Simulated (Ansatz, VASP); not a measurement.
Given: the input of a run of VASP 6.6.1 on ZnS.

The input INCAR:

```
PREC = Accurate ; ENCUT = 520
EDIFF = 1E-7 ; ISMEAR = -1
SIGMA = 0.05 ; LREAL = False
LASPH = True ; NELM = 80
ALGO = Normal ; ISIF = 2
LWAVE = False ; LCHARG = True
GGA = RP ; LELF = True
LVHAR = True ; NBANDS = 26
```

The input KPOINTS:

```
regular mesh
0
Gamma
  8 8 5
```

File POSCAR:

```
ZnS
1.0
    3.7332026603      0.0000000000      0.0000000000
   -1.8666013302      3.2330483413      0.0000000000
    0.0000000000      0.0000000000      6.1067398017
Zn S
2 2
Direct
    0.6666666667      0.3333333333      0.5000000000
    0.3333333333      0.6666666667      0.0000000000
    0.6666666667      0.3333333333      0.8850000000
    0.3333333333      0.6666666667      0.3850000000
```

Potentials or basis: VASP PAW PBE potentials, release 64 (Zn, S).

Run with:

```console
$ cat potpaw_PBE.64/Zn/POTCAR potpaw_PBE.64/S/POTCAR > POTCAR
$ mpirun -np 1 vasp_std > vasp.out
```

Set up the same calculation for Ansatz 0.2.0. Potentials there: Ansatz PAW.

As run (the cutoff follows the program's own potentials):

The input input.yaml:

```yaml
crystal:
  lattice:
    - [3.7332026603, 0.0, 0.0]
    - [-1.8666013302, 3.2330483413, 0.0]
    - [0.0, 0.0, 6.1067398017]
  atoms:
    - { symbol: Zn, position: [0.6666666667, 0.3333333333, 0.5] }
    - { symbol: Zn, position: [0.3333333333, 0.6666666667, 0.0] }
    - { symbol: S, position: [0.6666666667, 0.3333333333, 0.885] }
    - { symbol: S, position: [0.3333333333, 0.6666666667, 0.385] }
hamiltonian:
  xc: rpbe
  pseudopotentials: { kind: paw }
kpoints:
  mp_grid: { grid: [8, 8, 5] }
scf:
  occupations: { method: fermi_dirac, width: 0.05 }
output:
  forces: true
  stress: true
  eigenvalues: true
```

Potentials or basis: Ansatz PAW.

Command:

```console
$ ansatz run input.yaml --threads 2 --pin off --max-ram 5120MiB --backend cpu --events-out ev --progress --plain --runs-dir out
```

Both were run:

|  | VASP | Ansatz | Ansatz less VASP |
| --- | --- | --- | --- |
| gap on the k mesh at the Fermi level (eV) | 2.71 | 2.71 | -0.005 |
| least direct gap on the mesh (eV) | 2.71 | 2.71 | -0.005 |
| pressure (GPa) | 10.9 | 10.8 | -0.16 |
| traceless stress, the component that is largest in VASP (GPa) | -2.19 | -2.17 | +0.019 |
| rms of the force components (eV/Å) | 0.236 | 0.235 | -0.0015 |

VASP's potentials were made for PBE, not for RPBE. Atom by atom the forces differ by 0.001 eV/Å (rms over components). The functional is the same, so the differences come from potentials, cutoffs and numerics.

Noted on Ansatz's run: odd divisions of the mesh miss points on the zone boundary, where band edges often lie, so the gap on the mesh can be too wide.
